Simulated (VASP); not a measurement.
LiF:

```
CELL_PARAMETERS angstrom
0.00000 1.99487 1.99487
1.99487 0.00000 1.99487
1.99487 1.99487 0.00000
ATOMIC_POSITIONS crystal
Li 0.00000 0.00000 0.00000
F 0.50000 0.50000 0.50000
```

Base run:

```yaml
Program: VASP 6.6.1
Functional: r2SCAN
Potentials_or_basis: VASP PAW PBE potentials, release 64 (Li_sv, F)
Cutoff: 520 eV
k_mesh: 10 × 10 × 10
Occupations: gaussian, width 0.01 eV
Spin: no spin polarisation
```

Its results: band gap on the k mesh 10.55 eV, direct.

The run is repeated on the same cell with these changes: functional from r2SCAN to PBE; occupations from gaussian, width 0.01 eV to fermi-dirac, width 0.02 eV. What comes out?

Band gap on the k mesh 9.35 eV, direct.

A k mesh can miss the band edges.
